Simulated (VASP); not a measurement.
# SiC (I-4m2) in VASP: further runs

SiC is run at these levels: r2SCAN; tasks: single point.

Program: VASP 6.6.1. These are calculated values, not measurements. Logs are shortened: lines on timing, memory, paths and dates and some standing lists are left out, and cuts for length are marked.

## 1. The cell of the first run

Symmetry: I-4m2, No. 119, tetragonal system. The conventional cell has a = 2.952 Å, b = 2.952 Å, c = 4.000 Å, α = 90.00°, β = 90.00°, γ = 90.00°. Si (site symmetry -4m2) has 4 C at 1.78 Å within 2.4 Å. Within 2.4 Å of C (site symmetry -4m2) lie 4 Si at 1.78 Å.

## 2. Single point, r2SCAN (strain -0.040 along x and y, -0.080 along z)

POSCAR

```
SiC
1.0
    0.0000000000      2.0870400000      2.0000800000
    2.0870400000      0.0000000000      2.0000800000
    2.0870400000      2.0870400000      0.0000000000
Si C
1 1
Direct
    0.0000000000      0.0000000000      0.0000000000
    0.7500000000      0.7500000000      0.7500000000
```

INCAR.step1

```
SYSTEM = SiC
PREC     = Accurate       ! precision mode
ENCUT    = 520            ! plane-wave cutoff, eV
ISMEAR   = 0              ! smearing method
SIGMA    = 0.05           ! smearing width, eV
LREAL    = .False.        ! projectors in reciprocal space
LASPH    = .True.         ! aspherical terms in the spheres
NELM     = 80             ! most SCF steps
NBANDS   = 11             ! bands
GGA      = PE             ! functional
ALGO     = Normal         ! electronic algorithm
EDIFF    = 1E-4           ! SCF threshold, eV
LWAVE    = .True.         ! write WAVECAR
LCHARG   = .False.        ! write CHGCAR
```

INCAR.step2

```
SYSTEM = SiC
PREC     = Accurate       ! precision mode
ENCUT    = 520            ! plane-wave cutoff, eV
EDIFF    = 1E-7           ! SCF threshold, eV
ISMEAR   = 0              ! smearing method
SIGMA    = 0.05           ! smearing width, eV
LREAL    = .False.        ! projectors in reciprocal space
LASPH    = .True.         ! aspherical terms in the spheres
NELM     = 80             ! most SCF steps
ALGO     = Normal         ! electronic algorithm
ISIF     = 2              ! what is computed and relaxed
LWAVE    = .False.        ! write WAVECAR
LCHARG   = .False.        ! write CHGCAR
METAGGA  = R2SCAN         ! meta-GGA
LMIXTAU  = .True.       
NBANDS   = 11             ! bands
ISTART   = 1
```

KPOINTS

```
regular mesh
0
Gamma
  12 12 12
  0 0 0
```

Potentials or basis: VASP PAW PBE potentials, release 64 (Si, C).

Started as:

```console
$ cat potpaw_PBE.64/Si/POTCAR potpaw_PBE.64/C/POTCAR > POTCAR
$ cp INCAR.step1 INCAR
$ mpirun -np 1 vasp_std > vasp.out
$ cp INCAR.step2 INCAR
$ mpirun -np 1 vasp_std > vasp.out
```

OUTCAR:

```text
SYSTEM = SiC
   PREC = Accurate
   ENCUT = 520
   EDIFF = 1E-7
   ISMEAR = 0
   LREAL = .False.
   LASPH = .True.
   NELM = 80
   ISIF = 2
   METAGGA = R2SCAN
   ISTART = 1

 ion  position               nearest neighbor table
   1  0.000  0.000  0.000-   2 1.78   2 1.78   2 1.78   2 1.78
   2  0.750  0.750  0.750-   1 1.78   1 1.78   1 1.78   1 1.78

  LATTYP: Found a body centered tetragonal cell.
 ALAT       =     2.9515202732
 C/A-ratio  =     1.3552879973

  Lattice vectors:

 A1 = (   0.0000000000,  -2.0870400000,  -2.0000800000)
 A2 = (   0.0000000000,   2.0870400000,  -2.0000800000)
 A3 = (   2.0870400000,   0.0000000000,   2.0000800000)

Analysis of symmetry for initial positions (statically):
=====================================================================
 Subroutine PRICEL returns:
 Original cell was already a primitive cell.

 Routine SETGRP: Setting up the symmetry group for a
 body centered tetragonal supercell.

 Subroutine GETGRP returns: Found  8 space group operations
 (whereof  8 operations were pure point group operations)
 out of a pool of 16 trial point group operations.

The static configuration has the point symmetry D_2d.

Analysis of symmetry for dynamics (positions and initial velocities):
=====================================================================
 Subroutine PRICEL returns:
 Original cell was already a primitive cell.

 Routine SETGRP: Setting up the symmetry group for a
 body centered tetragonal supercell.

 Subroutine GETGRP returns: Found  8 space group operations
 (whereof  8 operations were pure point group operations)
 out of a pool of 16 trial point group operations.

The dynamic configuration has the point symmetry D_2d.

 Subroutine INISYM returns: Found  8 space group operations
 (whereof  8 operations are pure point group operations),
 and found     1 'primitive' translations

----------------------------------------------------------------------------------------

                                     Primitive cell

  volume of cell :      17.4236

  direct lattice vectors                    reciprocal lattice vectors
     0.000000000  2.087040000  2.000080000    -0.239573750  0.239573750  0.249990000
     2.087040000  0.000000000  2.000080000     0.239573750 -0.239573750  0.249990000
     2.087040000  2.087040000  0.000000000     0.239573750  0.239573750 -0.249990000

  length of vectors
     2.890684343  2.890684343  2.951520273     0.421053636  0.421053636  0.421053636

  position of ions in fractional coordinates (direct lattice)
     0.000000000  0.000000000  0.000000000
     0.750000000  0.750000000  0.750000000

  ion indices of the primitive-cell ions
   primitive index   ion index
                 1           1
                 2           2

----------------------------------------------------------------------------------------

 KPOINTS: regular mesh

Automatic generation of k-mesh.
 Grid dimensions read from file:
 generate k-points for:   12   12   12

 Generating k-lattice:

  Cartesian coordinates                     Fractional coordinates (reciprocal lattice)
    -0.019964479  0.019964479  0.020832500     0.083333333  0.000000000  0.000000000
     0.019964479 -0.019964479  0.020832500     0.000000000  0.083333333  0.000000000
     0.019964479  0.019964479 -0.020832500    -0.000000000 -0.000000000  0.083333333

  Length of vectors
     0.035087803  0.035087803  0.035087803

  Shift w.r.t. Gamma in fractional coordinates (k-lattice)
     0.000000000  0.000000000  0.000000000

 Subroutine IBZKPT returns following result:
 ===========================================

 Found    163 irreducible k-points:

 Following reciprocal coordinates:
            Coordinates               Weight
  0.000000  0.000000  0.000000      1.000000
  0.083333  0.000000  0.000000      8.000000
  0.166667  0.000000  0.000000      8.000000
  0.250000 -0.000000  0.000000      8.000000
  0.333333 -0.000000  0.000000      8.000000
  0.416667 -0.000000  0.000000      8.000000
[... 16 lines left out ...]
  0.500000  0.166667  0.000000      8.000000
 -0.416667  0.166667  0.000000      8.000000
 [... further k-points ...]
   k-points           NKPTS =    163   k-points in BZ     NKDIM =    163   number of bands    NBANDS=     11
   number of dos      NEDOS =    301   number of ions     NIONS =      2
   total plane-waves  NPLWV =  13824
   dimension x,y,z NGX =    24 NGY =   24 NGZ =   24
   dimension x,y,z NGXF=    48 NGYF=   48 NGZF=   48
   ions per type =               1   1
   NGX,Y,Z   is equivalent  to a cutoff of  13.80, 13.80, 13.52 a.u.
   NGXF,Y,Z  is equivalent  to a cutoff of  27.61, 27.61, 27.04 a.u.
 SYSTEM =  SiC
   PREC   = accura    normal or accurate (medium, high low for compatibility)
   ISTART =      1    job   : 0-new  1-cont  2-samecut
   ICHARG =      0    charge: 1-file 2-atom 10-const
   ISPIN  =      1    spin polarized calculation?
   LNONCOLLINEAR =      F non collinear calculations
   LSORBIT =      F    spin-orbit coupling
   LASPH  =      T    aspherical Exc in radial PAW
   ENCUT  =  520.0 eV  38.22 Ry    6.18 a.u.   5.37  5.37  5.49*2*pi/ulx,y,z
   NELM   =     80;   NELMIN=  2; NELMDL=  0     # of ELM steps
   EDIFF  = 0.1E-06   stopping-criterion for ELM
   LREAL  =      F    real-space projection
   EDIFFG = 0.1E-05   stopping-criterion for IOM
   NSW    =      0    number of steps for IOM
   IBRION =     -1    ionic relax: 0-MD 1-quasi-New 2-CG
   NFREE  =      0    steps in history (QN), initial steepest desc. (CG)
   ISIF   =      2    stress and relaxation
   ISYM   =      2    0-nonsym 1-usesym 2-fastsym
   POTIM  = 0.5000    time-step for ionic-motion
   TEBEG  =    0.0;   TEEND  =   0.0 temperature during run
   PSTRESS=    0.0 pullay stress
   NELECT =       8.0000    total number of electrons
   NUPDOWN=      -1.0000    fix difference up-down
   EMIN   =  10.00;   EMAX   =-10.00  energy-range for DOS
   EFERMI =   0.00;   METHOD = LEGACY
   ISMEAR =     0;   SIGMA  =   0.05  broadening in eV -4-tet -1-fermi 0-gaus
   EFERMI_NEDOS =   21; number of points for ismear=-14 and -15
   IALGO  =     38    algorithm
   IMIX   =      4    mixing-type and parameters
     AMIX     =   0.40;   BMIX     =  1.00
     AMIX_MAG =   1.60;   BMIX_MAG =  1.00
  volume/ion in A,a.u.               =       8.71        58.79
  Fermi-wavevector in a.u.,A,eV,Ry     =   1.262967  2.386661 21.702443  1.595085
  Thomas-Fermi vector in A             =   2.396348
   LORBIT       =      0    0 simple, 1 ext, 2 COOP (PROOUT), +10 PAW based schemes
   METAGGA = R2SCAN    functional components
   LHFCALC =     F    Hartree Fock is set to
   AEXX    =    0.0000 exact exchange contribution
   IVDW    =     0    specifies the selected vdW correction
   LEPSILON=     F    determine dielectric tensor
   LRPA    =     F    only Hartree local field effects (RPA)
 non-spin polarized calculation
 Gauss-broadening in eV      SIGMA  =   0.05
  energy-cutoff  :      520.00
  volume of cell :       17.42
 maximum number of plane-waves:       499
 NGX is ok and might be reduce to    24
   NGX = 11   NGY = 11   NGZ = 11

 number of electron       8.0000001 magnetization

 Free energy of the ion-electron system (eV)
  ---------------------------------------------------
  ext. energy  EPLUGINS =         0.00000000
  ---------------------------------------------------
  free energy    TOTEN  =       -18.84010609 eV

  energy without entropy =      -18.84010609  energy(sigma->0) =      -18.84010609

 E-fermi :  10.4791     XC(G=0): -12.7246

 val. band max:       10.2198127991   @ k =   0.0000   0.0000   0.0000
 cond. band min:      11.3265984823   @ k =   0.5000   0.5000   0.0000
 fundamental gap:      1.1067856833
 Fermi energy:        10.4790957105

 k-point     1 :       0.0000    0.0000    0.0000
  band No.  band energies     occupation
      1      -7.5911      2.00000
      2       9.9302      2.00000
      3       9.9302      2.00000
      4      10.2198      2.00000
      5      19.0566      0.00000
      6      19.2084      0.00000
      7      19.3123      0.00000
      8      19.3123      0.00000
      9      25.5887      0.00000
     10      27.0071      0.00000
     11      29.3001      0.00000

 k-point     2 :       0.0833    0.0000    0.0000
  band No.  band energies     occupation
      1      -7.4302      2.00000
      2       9.2364      2.00000
      3       9.8116      2.00000
      4      10.0572      2.00000
      5      18.9260      0.00000
      6      19.4521      0.00000
      7      19.5009      0.00000
      8      19.8350      0.00000
      9      24.8585      0.00000
     10      26.0024      0.00000
     11      29.2756      0.00000

 k-point     3 :       0.1667    0.0000    0.0000
  band No.  band energies     occupation
      1      -6.9518      2.00000
      2       7.4293      2.00000
      3       9.5166      2.00000
      4       9.8331      2.00000
      5      18.5681      0.00000
      6      19.7349      0.00000
      7      19.9128      0.00000
      8      20.9941      0.00000
      9      24.2365      0.00000
     10      24.9241      0.00000
     11      28.5135      0.00000

 k-point     4 :       0.2500   -0.0000    0.0000
  band No.  band energies     occupation
      1      -6.1717      2.00000
      2       5.2358      2.00000
      3       9.1667      2.00000
      4       9.5838      2.00000
      5      18.1605      0.00000
      6      19.4251      0.00000
      7      20.0391      0.00000
      8      21.9532      0.00000
      9      24.9467      0.00000
     10      24.9890      0.00000
     11      28.1703      0.00000
[... 239 lines left out ...]
 k-point    22 :       0.4167    0.1667    0.0000
  band No.  band energies     occupation
      1      -4.1173      2.00000
      2       2.6585      2.00000
      3       7.6519      2.00000
      4       7.8309      2.00000
      5      15.7782      0.00000
      6      19.7033      0.00000
      7      20.8154      0.00000
      8      22.0905      0.00000
      9      26.3278      0.00000
     10      30.4736      0.00000
     11      31.6145      0.00000

 k-point    23 :       0.5000    0.1667    0.0000
  band No.  band energies     occupation
      1      -3.0575      2.00000
      2       1.1048      2.00000
      3       7.3485      2.00000
      4       7.7335      2.00000
      5      15.6999      0.00000
      6      19.9976      0.00000
      7      20.2169      0.00000
      8      23.2785      0.00000
      9      26.5877      0.00000
     10      30.6232      0.00000
     11      32.1962      0.00000

 k-point    24 :      -0.4167    0.1667    0.0000
  band No.  band energies     occupation
      1      -2.9306      2.00000
      2       0.9353      2.00000
      3       6.9715      2.00000
      4       8.0116      2.00000
      5      15.9824      0.00000
      6      19.8455      0.00000
      7      20.0200      0.00000
      8      24.2048      0.00000
      9      27.1840      0.00000
     10      28.2076      0.00000
     11      32.0883      0.00000

 [... further k-points ...]
[... 5 lines left out ...]
  --------------------------------------------------------------------------------------
  -------------------------------------------------------------------------------------
  Total        5.3920090      5.3920090      6.5383346      0.0000000      0.0000000      0.0000000
  in kB      495.8179968    495.8179968    601.2274746      0.0000000      0.0000000      0.0000000
  external PRESSURE =     530.9544894 kB  Pullay stress =       0.0000000 kB

 VOLUME and BASIS-vectors are now :
 -----------------------------------------------------------------------------
  energy-cutoff  :      520.00
  volume of cell :       17.42
      direct lattice vectors                 reciprocal lattice vectors
     0.000000000  2.087040000  2.000080000    -0.239573750  0.239573750  0.249990000
     2.087040000  0.000000000  2.000080000     0.239573750 -0.239573750  0.249990000
     2.087040000  2.087040000  0.000000000     0.239573750  0.239573750 -0.249990000

 POSITION                                       TOTAL-FORCE (eV/Angst)
 -----------------------------------------------------------------------------------
      0.00000      0.00000      0.00000         0.000000      0.000000      0.000000
      3.13056      3.13056      3.00012        -0.000000     -0.000000     -0.000000
 -----------------------------------------------------------------------------------
    total drift:                               -0.000001     -0.000001      0.000000

  FREE ENERGIE OF THE ION-ELECTRON SYSTEM (eV)
  ---------------------------------------------------
  free  energy   TOTEN  =       -18.8401060912 eV

  energy  without entropy=      -18.8401060912  energy(sigma->0) =      -18.84010609
```

Wall time 4.4 min (1 thread of AMD EPYC 7R43 (Zen 3), shared host); peak memory 0.12 GiB.

What came out:

```
Free energy            : -18.8401 eV
Pressure               : 53.1 GPa
Band gap on the k mesh : 1.11 eV, indirect (least direct gap 5.21 eV)
```

Levels at points of the mesh, in eV from the valence-band top:
```csv
k point,band 1,band 2,band 3,band 4,band 5,band 6,band 7,band 8
"(0.00, 0.00, 0.00)",-17.81,-0.29,-0.29,0.00,8.84,8.99,9.09,9.09
"(0.50, 0.00, 0.00)",-13.49,-10.02,-1.63,-1.03,7.26,7.94,9.04,11.87
"(0.50, 0.50, 0.00)",-11.56,-8.43,-4.22,-4.22,1.11,4.81,16.97,16.97
"(0.50, 0.00, 0.50)",-11.99,-9.05,-3.69,-3.64,1.57,5.63,16.37,18.11
```

Caveat: the cell differs from its parent crystal (strain -0.040 along x and y, -0.080 along z); the PAW data sets were made with another functional, which shifts forces and pressure a little. A k mesh can miss the band edges.

## 3. Single point, r2SCAN (strain -0.040 along x and y, +0.000 along z)

POSCAR

```
SiC
1.0
    0.0000000000      2.0870400000      2.1740000000
    2.0870400000      0.0000000000      2.1740000000
    2.0870400000      2.0870400000      0.0000000000
Si C
1 1
Direct
    0.0000000000      0.0000000000      0.0000000000
    0.7500000000      0.7500000000      0.7500000000
```

INCAR.step1

```
PREC     = Accurate       # precision mode
ENCUT    = 520            # plane-wave cutoff, eV
ISMEAR   = 0              # smearing method
SIGMA    = 0.05           # smearing width, eV
LREAL    = F              # projectors in reciprocal space
LASPH    = T              # aspherical terms in the spheres
NELM     = 100            # most SCF steps
NBANDS   = 11             # bands
GGA      = PE             # functional
ALGO     = Normal         # electronic algorithm
EDIFF    = 1E-4           # SCF threshold, eV
LWAVE    = T              # write WAVECAR
LCHARG   = F              # write CHGCAR
```

INCAR.step2

```
PREC     = Accurate       # precision mode
ENCUT    = 520            # plane-wave cutoff, eV
EDIFF    = 1E-6           # SCF threshold, eV
ISMEAR   = 0              # smearing method
SIGMA    = 0.05           # smearing width, eV
LREAL    = F              # projectors in reciprocal space
LASPH    = T              # aspherical terms in the spheres
NELM     = 100            # most SCF steps
ALGO     = Normal         # electronic algorithm
ISIF     = 2              # what is computed and relaxed
LWAVE    = F              # write WAVECAR
LCHARG   = F              # write CHGCAR
METAGGA  = R2SCAN         # meta-GGA
LMIXTAU  = T            
NBANDS   = 11             # bands
ISTART   = 1
```

KPOINTS

```
Automatic mesh
0
Gamma
  12 12 12
```

Potentials or basis: VASP PAW PBE potentials, release 64 (Si, C).

Started as:

```console
$ cat potpaw_PBE.64/Si/POTCAR potpaw_PBE.64/C/POTCAR > POTCAR
$ cp INCAR.step1 INCAR
$ mpirun -np 1 vasp_std > vasp.out
$ cp INCAR.step2 INCAR
$ mpirun -np 1 vasp_std > vasp.out
```

Wall time 4 min (1 thread of AMD EPYC 7R43 (Zen 3), shared host); peak memory 0.12 GiB.

Results (log left out):

| Quantity | Value |
| --- | --- |
| Free energy | -19.1909 eV |
| Pressure | 23.1 GPa |
| Band gap on the k mesh | 1.43 eV, indirect (least direct gap 5.12 eV) |

Stress tensor (GPa, compression positive):
```
27.30  0.00  0.00
 0.00 27.30  0.00
 0.00  0.00 14.58
```

Levels at points of the mesh, in eV from the valence-band top:
```tsv
k point	band 2	band 3	band 4	band 5	band 6	band 7
(0.00, 0.00, 0.00)	-0.32	0.00	0.00	7.84	8.40	8.40
(0.50, 0.00, 0.00)	-9.43	-1.52	-0.94	6.47	7.99	8.40
(0.50, 0.50, 0.00)	-8.82	-3.28	-3.28	1.84	5.58	16.29
(0.50, 0.00, 0.50)	-8.26	-3.80	-3.74	1.43	4.82	15.29
```

Caveat: the cell differs from its parent crystal (strain -0.040 along x and y, +0.000 along z); the PAW data sets were made with another functional, which shifts forces and pressure a little.

## 4. Single point, r2SCAN (strain +0.000 along x and y, -0.040 along z)

POSCAR

```
SiC
1.0
    0.0000000000      2.1740000000      2.0870400000
    2.1740000000      0.0000000000      2.0870400000
    2.1740000000      2.1740000000      0.0000000000
Si C
1 1
Direct
    0.0000000000      0.0000000000      0.0000000000
    0.7500000000      0.7500000000      0.7500000000
```

INCAR.step1

```
ALGO = Normal
EDIFF = 1E-4
ENCUT = 520
GGA = PE
ISMEAR = 0
LASPH = True
LCHARG = False
LREAL = False
LWAVE = True
NBANDS = 11
NELM = 60
PREC = Accurate
SIGMA = 0.05
```

INCAR.step2

```
ALGO = Normal
EDIFF = 1E-7
ENCUT = 520
ISIF = 2
ISMEAR = 0
ISTART = 1
LASPH = True
LCHARG = False
LMIXTAU = True
LREAL = False
LWAVE = False
METAGGA = R2SCAN
NBANDS = 11
NELM = 60
PREC = Accurate
SIGMA = 0.05
```

KPOINTS

```
k-points
0
Gamma
  12 12 12
```

Started as:

```console
$ cat potpaw_PBE.64/Si/POTCAR potpaw_PBE.64/C/POTCAR > POTCAR
$ cp INCAR.step1 INCAR
$ mpirun -np 1 vasp_std > vasp.out
$ cp INCAR.step2 INCAR
$ mpirun -np 1 vasp_std > vasp.out
```

Run time: 3.6 min. Hardware: 1 thread of AMD EPYC 7R43 (Zen 3), shared host; peak memory 0.12 GiB.

It converged, with:

* Free energy: -19.2770 eV
* Pressure: 11.2 GPa
* Band gap on the k mesh: 1.25 eV, indirect (least direct gap 5.07 eV)

Stress tensor (GPa, compression positive):
```
 7.68  0.00  0.00
 0.00  7.68  0.00
 0.00  0.00 18.24
```

Levels at points of the mesh, in eV from the valence-band top:
```tsv
k point	band 1	band 2	band 3	band 4	band 5	band 6	band 7	band 8
(0.00, 0.00, 0.00)	-16.75	-0.27	-0.27	0.00	7.24	7.95	8.07	8.07
(0.50, 0.00, 0.00)	-12.94	-9.27	-1.56	-1.04	6.11	7.45	8.29	11.09
(0.50, 0.50, 0.00)	-11.20	-8.03	-3.92	-3.92	1.25	4.33	15.41	15.41
(0.50, 0.00, 0.50)	-11.54	-8.57	-3.47	-3.42	1.65	5.08	14.88	16.21
```

Caveat: the cell differs from its parent crystal (strain +0.000 along x and y, -0.040 along z); the PAW data sets were made with another functional, which shifts forces and pressure a little.

## 5. Summary

```tsv
cell	gap on the mesh (eV)	pressure (GPa)
a = 2.891, b = 2.891, c = 2.952 Å, angles 59.3, 59.3, 61.4°, 2 atoms	1.11	53.1
a = 3.014, b = 3.014, c = 2.952 Å, angles 60.7, 60.7, 58.6°, 2 atoms	1.43	23.1
a = 3.014, b = 3.014, c = 3.075 Å, angles 59.3, 59.3, 61.3°, 2 atoms	1.25	11.2
```

Alike in all rows: task single point; level r2SCAN; potentials or basis VASP PAW PBE potentials, release 64 (Si, C); no spin polarisation; k mesh 12 × 12 × 12; cutoff (eV) 520; smearing gaussian 0.05 eV.

Caveats: the PAW data sets were made with another functional, which shifts forces and pressure a little.

Total energies depend on the potentials used, so only differences within one code and one set of settings carry meaning.
